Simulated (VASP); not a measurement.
# ZrH5 (I4/m) in VASP: single point with PBE

Aim: the single point of ZrH5 with PBE.

Everything below comes from runs of VASP 6.6.1. Logs are shortened: lines on timing, memory, paths and dates and some standing lists are left out, and cuts for length are marked.

## Step 1: The cell of the first run

It takes space group I4/m (No. 87, tetragonal). Conventional cell: a = 4.844 Å, b = 4.844 Å, c = 3.525 Å, α = 90.00°, β = 90.00°, γ = 90.00°. Zr (site symmetry 4/m) has 6 H at 1.76 to 2.12 Å within 2.3 Å. Within 2.0 Å of H (site symmetry m) lie 1 H at 1.52 Å. H (site symmetry 4/m) has 4 H at 1.52 Å and 2 Zr at 1.76 Å within 2.0 Å.

## Step 2: Single point, PBE

INCAR

```
PREC = Accurate
ENCUT = 500
EDIFF = 1E-6
ISMEAR = 0
SIGMA = 0.2
LREAL = F
LASPH = T
NELM = 120
ALGO = Normal
ISIF = 2
LWAVE = F
LCHARG = F
GGA = PE
NBANDS = 18
GGA_COMPAT = F
```

KPOINTS

```
regular mesh
0
Gamma
  5 5 5
```

POSCAR

```
ZrH5
1.0
   -2.4218752791      2.4218752791      1.7625271231
    2.4218752791     -2.4218752791      1.7625271231
    2.4218752791      2.4218752791     -1.7625271231
Zr H
1 5
Direct
    0.0000000000      0.0000000000      0.0000000000
    0.6162180787      0.7911034327      0.4073215113
    0.3837819213      0.2088965673      0.5926784887
    0.2088965673      0.6162180787      0.8251146460
    0.7911034327      0.3837819213      0.1748853540
    0.5000000000      0.5000000000      0.0000000000
```

Potentials or basis: VASP PAW PBE potentials, release 64 (Zr_sv, H).

Command:

```sh
$ cat potpaw_PBE.64/Zr_sv/POTCAR potpaw_PBE.64/H/POTCAR > POTCAR
$ mpirun -np 1 vasp_std > vasp.out
```

OUTCAR:

```text
PREC = Accurate
   ENCUT = 500
   EDIFF = 1E-6
   ISMEAR = 0
   LREAL = F
   LASPH = T
   NELM = 120
   ISIF = 2
   GGA = PE

 ion  position               nearest neighbor table
   1  0.000  0.000  0.000-   6 1.76   6 1.76   4 2.12   5 2.12   2 2.12   3 2.12   3 2.33   2 2.33
                             3 2.33   2 2.33   5 2.33   4 2.33   5 2.33   4 2.33
   2  0.616  0.791  0.407-   1 2.12   1 2.33   1 2.33
   3  0.384  0.209  0.593-   1 2.12   1 2.33   1 2.33
   4  0.209  0.616  0.825-   1 2.12   1 2.33   1 2.33
   5  0.791  0.384  0.175-   1 2.12   1 2.33   1 2.33
   6  0.500  0.500  0.000-   1 1.76   1 1.76

  LATTYP: Found a body centered tetragonal cell.
 ALAT       =     4.8437505582
 C/A-ratio  =     0.7277530508

  Lattice vectors:

 A1 = (  -2.4218752791,   2.4218752791,   1.7625271231)
 A2 = (   2.4218752791,  -2.4218752791,   1.7625271231)
 A3 = (   2.4218752791,   2.4218752791,  -1.7625271231)

Analysis of symmetry for initial positions (statically):
=====================================================================
 Subroutine PRICEL returns:
 Original cell was already a primitive cell.

 Routine SETGRP: Setting up the symmetry group for a
 body centered tetragonal supercell.

 Subroutine GETGRP returns: Found  8 space group operations
 (whereof  8 operations were pure point group operations)
 out of a pool of 16 trial point group operations.

The static configuration has the point symmetry C_4h.

Analysis of symmetry for dynamics (positions and initial velocities):
=====================================================================
 Subroutine PRICEL returns:
 Original cell was already a primitive cell.

 Routine SETGRP: Setting up the symmetry group for a
 body centered tetragonal supercell.

 Subroutine GETGRP returns: Found  8 space group operations
 (whereof  8 operations were pure point group operations)
 out of a pool of 16 trial point group operations.

The dynamic configuration has the point symmetry C_4h.

 Subroutine INISYM returns: Found  8 space group operations
 (whereof  8 operations are pure point group operations),
 and found     1 'primitive' translations

----------------------------------------------------------------------------------------

                                     Primitive cell

  volume of cell :      41.3523

  direct lattice vectors                    reciprocal lattice vectors
    -2.421875279  2.421875279  1.762527123     0.000000000  0.206451589  0.283683578
     2.421875279 -2.421875279  1.762527123     0.206451589  0.000000000  0.283683578
     2.421875279  2.421875279 -1.762527123     0.206451589  0.206451589  0.000000000

  length of vectors
     3.851942574  3.851942574  3.851942574     0.350854145  0.350854145  0.291966637

  position of ions in fractional coordinates (direct lattice)
     0.000000000  0.000000000  0.000000000
     0.616218079  0.791103433  0.407321511
     0.383781921  0.208896567  0.592678489
     0.208896567  0.616218079  0.825114646
     0.791103433  0.383781921  0.174885354
     0.500000000  0.500000000  0.000000000

  ion indices of the primitive-cell ions
   primitive index   ion index
                 1           1
                 2           2
                 3           3
                 4           4
                 5           5
                 6           6

----------------------------------------------------------------------------------------

 KPOINTS: regular mesh

Automatic generation of k-mesh.
 Grid dimensions read from file:
 generate k-points for:    5    5    5

 Generating k-lattice:

  Cartesian coordinates                     Fractional coordinates (reciprocal lattice)
     0.000000000  0.041290318  0.056736716     0.200000000 -0.000000000  0.000000000
     0.041290318  0.000000000  0.056736716    -0.000000000  0.200000000  0.000000000
     0.041290318  0.041290318  0.000000000     0.000000000  0.000000000  0.200000000

  Length of vectors
     0.070170829  0.070170829  0.058393327

  Shift w.r.t. Gamma in fractional coordinates (k-lattice)
     0.000000000  0.000000000  0.000000000

 Subroutine IBZKPT returns following result:
 ===========================================

 Found     21 irreducible k-points:

 Following reciprocal coordinates:
            Coordinates               Weight
  0.000000  0.000000  0.000000      1.000000
  0.200000 -0.000000  0.000000      8.000000
  0.400000 -0.000000  0.000000      8.000000
  0.200000  0.200000  0.000000      8.000000
  0.400000  0.200000  0.000000      8.000000
 -0.200000 -0.400000  0.000000      8.000000
[... 13 lines left out ...]
 -0.400000  0.400000  0.400000      4.000000
 -0.400000 -0.400000  0.400000      2.000000
   k-points           NKPTS =     21   k-points in BZ     NKDIM =     21   number of bands    NBANDS=     18
   number of dos      NEDOS =    301   number of ions     NIONS =      6
   total plane-waves  NPLWV =  21952
   dimension x,y,z NGX =    28 NGY =   28 NGZ =   28
   dimension x,y,z NGXF=    56 NGYF=   56 NGZF=   56
   ions per type =               1   5
   NGX,Y,Z   is equivalent  to a cutoff of  12.08, 12.08, 12.08 a.u.
   NGXF,Y,Z  is equivalent  to a cutoff of  24.17, 24.17, 24.17 a.u.
 SYSTEM =  unknown system
   PREC   = accura    normal or accurate (medium, high low for compatibility)
   ISTART =      0    job   : 0-new  1-cont  2-samecut
   ICHARG =      2    charge: 1-file 2-atom 10-const
   ISPIN  =      1    spin polarized calculation?
   LNONCOLLINEAR =      F non collinear calculations
   LSORBIT =      F    spin-orbit coupling
   LASPH  =      T    aspherical Exc in radial PAW
   ENCUT  =  500.0 eV  36.75 Ry    6.06 a.u.   7.02  7.02  7.02*2*pi/ulx,y,z
   NELM   =    120;   NELMIN=  2; NELMDL= -5     # of ELM steps
   EDIFF  = 0.1E-05   stopping-criterion for ELM
   LREAL  =      F    real-space projection
   EDIFFG = 0.1E-04   stopping-criterion for IOM
   NSW    =      0    number of steps for IOM
   IBRION =     -1    ionic relax: 0-MD 1-quasi-New 2-CG
   NFREE  =      0    steps in history (QN), initial steepest desc. (CG)
   ISIF   =      2    stress and relaxation
   ISYM   =      2    0-nonsym 1-usesym 2-fastsym
   POTIM  = 0.5000    time-step for ionic-motion
   TEBEG  =    0.0;   TEEND  =   0.0 temperature during run
   PSTRESS=    0.0 pullay stress
   NELECT =      17.0000    total number of electrons
   NUPDOWN=      -1.0000    fix difference up-down
   EMIN   =  10.00;   EMAX   =-10.00  energy-range for DOS
   EFERMI =   0.00;   METHOD = LEGACY
   ISMEAR =     0;   SIGMA  =   0.20  broadening in eV -4-tet -1-fermi 0-gaus
   EFERMI_NEDOS =   21; number of points for ismear=-14 and -15
   IALGO  =     38    algorithm
   IMIX   =      4    mixing-type and parameters
     AMIX     =   0.40;   BMIX     =  1.00
     AMIX_MAG =   1.60;   BMIX_MAG =  1.00
  volume/ion in A,a.u.               =       6.89        46.51
  Fermi-wavevector in a.u.,A,eV,Ry     =   1.217282  2.300330 20.160794  1.481777
  Thomas-Fermi vector in A             =   2.352608
   LORBIT       =      0    0 simple, 1 ext, 2 COOP (PROOUT), +10 PAW based schemes
   GGA     = PE    functional components
   LHFCALC =     F    Hartree Fock is set to
   AEXX    =    0.0000 exact exchange contribution
   IVDW    =     0    specifies the selected vdW correction
   LEPSILON=     F    determine dielectric tensor
   LRPA    =     F    only Hartree local field effects (RPA)
 non-spin polarized calculation
 Gauss-broadening in eV      SIGMA  =   0.20
  energy-cutoff  :      500.00
  volume of cell :       41.35
 maximum number of plane-waves:      1066
   NGX = 13   NGY = 13   NGZ = 13

 number of electron      16.9999999 magnetization

 Free energy of the ion-electron system (eV)
  ---------------------------------------------------
  ext. energy  EPLUGINS =         0.00000000
  ---------------------------------------------------
  free energy    TOTEN  =       -23.48532989 eV

  energy without entropy =      -23.44525296  energy(sigma->0) =      -23.46529143

 E-fermi :   5.5877     XC(G=0): -10.4616

 val. band max:        5.5771568695   @ k =   0.4000  -0.0000   0.0000
 cond. band min:       5.6235113155   @ k =  -0.2000  -0.4000   0.2000
 fundamental gap:      0.0463544460
 Fermi energy:         5.5877188998

 k-point     1 :       0.0000    0.0000    0.0000
  band No.  band energies     occupation
      1     -44.0634      2.00000
      2     -22.0842      2.00000
      3     -21.9673      2.00000
      4     -21.9673      2.00000
      5      -5.2783      2.00000
      6       0.9113      2.00000
[... 10 lines left out ...]
     17      16.7580      0.00000
     18      19.0031      0.00000

 k-point     2 :       0.2000   -0.0000    0.0000
  band No.  band energies     occupation
      1     -44.0515      2.00000
      2     -22.2486      2.00000
      3     -21.9817      2.00000
      4     -21.9811      2.00000
      5      -4.3405      2.00000
      6       1.0208      2.00000
[... 10 lines left out ...]
     17      17.5058      0.00000
     18      18.3318      0.00000

 k-point     3 :       0.4000   -0.0000    0.0000
  band No.  band energies     occupation
      1     -44.0321      2.00000
      2     -22.5038      2.00000
      3     -22.0034      2.00000
      4     -22.0017      2.00000
      5      -2.1845      2.00000
      6      -0.0103      2.00000
[... 10 lines left out ...]
     17      17.7678      0.00000
     18      18.4293      0.00000

 k-point     4 :       0.2000    0.2000    0.0000
  band No.  band energies     occupation
      1     -44.0332      2.00000
      2     -22.4978      2.00000
      3     -22.0040      2.00000
      4     -21.9888      2.00000
      5      -2.5499      2.00000
      6       0.4862      2.00000
[... 10 lines left out ...]
     17      16.6262      0.00000
     18      18.3262      0.00000

 k-point     5 :       0.4000    0.2000    0.0000
  band No.  band energies     occupation
      1     -44.0303      2.00000
      2     -22.5048      2.00000
      3     -22.0341      2.00000
      4     -22.0006      2.00000
      5      -1.6041      2.00000
      6      -0.2356      2.00000
[... 10 lines left out ...]
     17      16.2586      0.00000
     18      18.5003      0.00000

 k-point     6 :      -0.2000   -0.4000    0.0000
  band No.  band energies     occupation
      1     -44.0303      2.00000
      2     -22.5048      2.00000
      3     -22.0348      2.00000
      4     -21.9999      2.00000
      5      -1.6322      2.00000
      6      -0.2444      2.00000
[... 10 lines left out ...]
     17      17.0211      0.00000
     18      19.0053      0.00000

 k-point     7 :      -0.4000    0.2000   -0.0000
  band No.  band energies     occupation
      1     -44.0469      2.00000
      2     -22.2613      2.00000
      3     -22.0550      2.00000
      4     -21.9757      2.00000
      5      -3.6312      2.00000
      6      -0.1920      2.00000
[... 10 lines left out ...]
     17      16.6137      0.00000
     18      18.5435      0.00000

 k-point     8 :      -0.2000    0.4000    0.0000
  band No.  band energies     occupation
      1     -44.0469      2.00000
      2     -22.2611      2.00000
      3     -22.0557      2.00000
      4     -21.9752      2.00000
      5      -3.6446      2.00000
      6      -0.0749      2.00000
[... 10 lines left out ...]
     17      15.6918      0.00000
     18      19.0468      0.00000
[... 166 lines left out ...]
     17      17.5056      0.00000
     18      19.7314      0.00000

 k-point    17 :      -0.4000   -0.4000    0.2000
  band No.  band energies     occupation
      1     -44.0397      2.00000
      2     -22.2762      2.00000
      3     -22.0935      2.00000
      4     -22.0394      2.00000
      5      -2.8042      2.00000
      6      -0.0443      2.00000
[... 10 lines left out ...]
     17      18.5202      0.00000
     18      18.8792      0.00000

 k-point    18 :      -0.2000   -0.4000    0.2000
  band No.  band energies     occupation
      1     -44.0287      2.00000
      2     -22.5068      2.00000
      3     -22.0285      2.00000
      4     -22.0277      2.00000
      5      -1.7297      2.00000
      6       0.2952      2.00000
[... 10 lines left out ...]
     17      17.2111      0.00000
     18      17.4093      0.00000

 k-point    19 :      -0.2000   -0.2000    0.2000
  band No.  band energies     occupation
      1     -44.0343      2.00000
      2     -22.4921      2.00000
      3     -21.9888      2.00000
      4     -21.9888      2.00000
      5      -2.9389      2.00000
      6       1.7228      2.00000
[... 10 lines left out ...]
     17      16.1148      0.00000
     18      16.6230      0.00000

 k-point    20 :      -0.4000    0.4000    0.4000
  band No.  band energies     occupation
      1     -44.0455      2.00000
      2     -22.1266      2.00000
      3     -22.0991      2.00000
      4     -22.0959      2.00000
      5      -3.5258      2.00000
      6       0.0392      2.00000
[... 10 lines left out ...]
     17      19.2887      0.00000
     18      19.9221      0.00000

 k-point    21 :      -0.4000   -0.4000    0.4000
  band No.  band energies     occupation
      1     -44.0370      2.00000
      2     -22.2795      2.00000
      3     -22.0856      2.00000
      4     -22.0856      2.00000
      5      -2.7198      2.00000
      6       0.9065      2.00000
[... 10 lines left out ...]
     17      18.2068      0.00000
     18      18.2068      0.00000

------------------------ aborting loop because EDIFF is reached ----------------------------------------

  FORCE on cell =-STRESS in cart. coord.  units (eV):
  Direction    XX          YY          ZZ          XY          YZ          ZX
  --------------------------------------------------------------------------------------
  -------------------------------------------------------------------------------------
  Total       -0.2185447     -0.2185447     -0.1312530     -0.0000000      0.0000000      0.0000000
  in kB       -8.4674284     -8.4674284     -5.0853442     -0.0000015      0.0000000      0.0000000
  external PRESSURE =      -7.3400670 kB  Pullay stress =       0.0000000 kB

 VOLUME and BASIS-vectors are now :
 -----------------------------------------------------------------------------
  energy-cutoff  :      500.00
  volume of cell :       41.35
      direct lattice vectors                 reciprocal lattice vectors
    -2.421875279  2.421875279  1.762527123     0.000000000  0.206451589  0.283683578
     2.421875279 -2.421875279  1.762527123     0.206451589  0.000000000  0.283683578
     2.421875279  2.421875279 -1.762527123     0.206451589  0.206451589  0.000000000

 POSITION                                       TOTAL-FORCE (eV/Angst)
 -----------------------------------------------------------------------------------
      0.00000      0.00000      0.00000         0.000000      0.000000      0.000000
      1.41003      0.56293      1.76253        -0.013540      0.014242      0.000000
      1.01184      1.85894     -0.00000         0.013540     -0.014242      0.000000
      2.98481      1.01184      0.00000         0.014242      0.013540     -0.000000
     -0.56293      1.41003      1.76253        -0.014242     -0.013540     -0.000000
      0.00000      0.00000      1.76253         0.000000      0.000000      0.000000
 -----------------------------------------------------------------------------------
    total drift:                               -0.000000      0.000000     -0.000000

  FREE ENERGIE OF THE ION-ELECTRON SYSTEM (eV)
  ---------------------------------------------------
  free  energy   TOTEN  =       -23.4853298912 eV

  energy  without entropy=      -23.4452529636  energy(sigma->0) =      -23.46529143
```

Wall time 15 s (1 thread of AMD EPYC 7R43 (Zen 3), shared host); peak memory 0.13 GiB.

What came out:

```
Free energy   : -23.4853 eV
Pressure      : -0.7 GPa
Largest force : 0.020 eV/Å
```

Forces on the atoms (eV/Å):
```
Zr   0.000  0.000  0.000
H   -0.014  0.014  0.000
H    0.014 -0.014  0.000
H    0.014  0.014  0.000
H   -0.014 -0.014  0.000
H    0.000  0.000  0.000
```

Stress tensor (GPa, compression positive):
```
-0.85  0.00  0.00
 0.00 -0.85  0.00
 0.00  0.00 -0.51
```

Levels at points of the mesh, in eV from the Fermi level:
| k point | band 6 | band 7 | band 8 | band 9 | band 10 | band 11 |
| --- | --- | --- | --- | --- | --- | --- |
| (0.00, 0.00, 0.00) | -4.68 | -3.83 | -0.65 | -0.65 | 0.80 | 0.80 |

Caveat: the k points lie up to 0.44 Å⁻¹ apart.
